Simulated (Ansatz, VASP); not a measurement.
## Two plane-wave programs on InP

INCAR

```
SYSTEM = InP
PREC = Accurate ; ENCUT = 520
EDIFF = 1E-6 ; ISMEAR = 0
SIGMA = 0.05 ; LREAL = .False.
LASPH = .True. ; NELM = 60
ALGO = Normal ; ISIF = 2
LWAVE = .False. ; LCHARG = .False.
GGA = PE ; NBANDS = 16
```

File KPOINTS:

```
Automatic mesh
0
Gamma
  10 10 10
  0 0 0
```

File POSCAR:

```
InP
1.0
    0.0000000000      3.0694352298      3.0247347168
    3.0694352298      0.0000000000      3.0247347168
    3.0694352298      3.0694352298      0.0000000000
In P
1 1
Direct
    0.0000000000      0.0000000000      0.0000000000
    0.7500000000      0.7500000000      0.7500000000
```

Input for Ansatz:

```yaml
crystal:
  lattice:
    - [0.0, 3.0694352298, 3.0247347168]
    - [3.0694352298, 0.0, 3.0247347168]
    - [3.0694352298, 3.0694352298, 0.0]
  atoms:
    - { symbol: In, position: [0.0, 0.0, 0.0] }
    - { symbol: P, position: [0.75, 0.75, 0.75] }
basis:
  ecutwfc: 420
kpoints:
  mp_grid: { grid: [10, 10, 10] }
hamiltonian:
  xc: pbe
scf:
  occupations: { method: gaussian, width: 0.05 }
output:
  forces: true
  stress: true
  eigenvalues: true
  write_density: true
  write_potential: true
  elf: true
  volumetric_format: npy
```

Change from the starting cell: strain +0.030 along x and y, +0.015 along z, atoms carried along.

Alike in both runs: task single point; functional PBE; k mesh 10 × 10 × 10; occupations gaussian, width 0.05 eV; no spin polarisation.

|  | VASP | Ansatz |
| --- | --- | --- |
| version | VASP 6.6.1 | Ansatz 0.2.0 |
| potentials or method | VASP PAW PBE potentials, release 64 (In_d, P), cutoff 520 eV | scalar-relativistic, plane waves, PAW |
| valence electrons in the cell | 18 | 18 |

```csv
,VASP,Ansatz,Ansatz less VASP
gap on the k mesh at the Fermi level (eV),none,none,-
pressure (GPa),-3.7,-3.7,+0.03
"traceless stress, the component that is largest in VASP (GPa)",0.39,0.39,+0.001
```

A gap of «none» marks a metal or a gap that the smearing closes. The functional is the same, so the differences come from potentials, cutoffs and numerics.
